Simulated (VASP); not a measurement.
MgS (l.bA):

```
CELL_PARAMETERS angstrom
0.00000 2.59500 2.59500
2.59500 0.00000 2.59500
2.59500 2.59500 0.00000
ATOMIC_POSITIONS crystal
Mg 0.00000 0.00000 0.00000
S 0.50000 0.50000 0.50000
```

| Quantity | Value |
| --- | --- |
| Program | VASP 6.6.1 |
| Task | relaxation of cell and atoms |
| Functional | LDA |
| Potentials or basis | VASP PAW LDA potentials, release 64 (Mg, S) |
| Cutoff | 600 eV |
| k mesh | 8 × 8 × 8 |
| Occupations | gaussian, width 0.02 eV |
| Spin | no spin polarisation |

At the start: pressure -3.3 GPa; volume 17.47 Å³/atom.

Question: Where does the relaxation end?

Answer: Over 3 steps the energy falls by 7.6 meV/atom and the volume is 16.76 Å³/atom (-4.1 %); space group Fm-3m (No. 225, to 0.05 Å).

The path:
| step | energy change (eV) | largest force (eV/Å) | pressure (GPa) | volume (Å³) |
| --- | --- | --- | --- | --- |
| 1 | 0.0000 | 0.0000 | -3.28 | 34.95 |
| 2 | -0.0143 | 0.0000 | 0.89 | 33.17 |
| 3 | -0.0152 | 0.0000 | 0.00 | 33.51 |

Final structure:
```
Mg S
1.0
     0.00000    2.55889    2.55889
     2.55889    0.00000    2.55889
     2.55889    2.55889    0.00000
Mg S
1 1
Direct
  0.00000 0.00000 0.00000
  0.50000 0.50000 0.50000
```
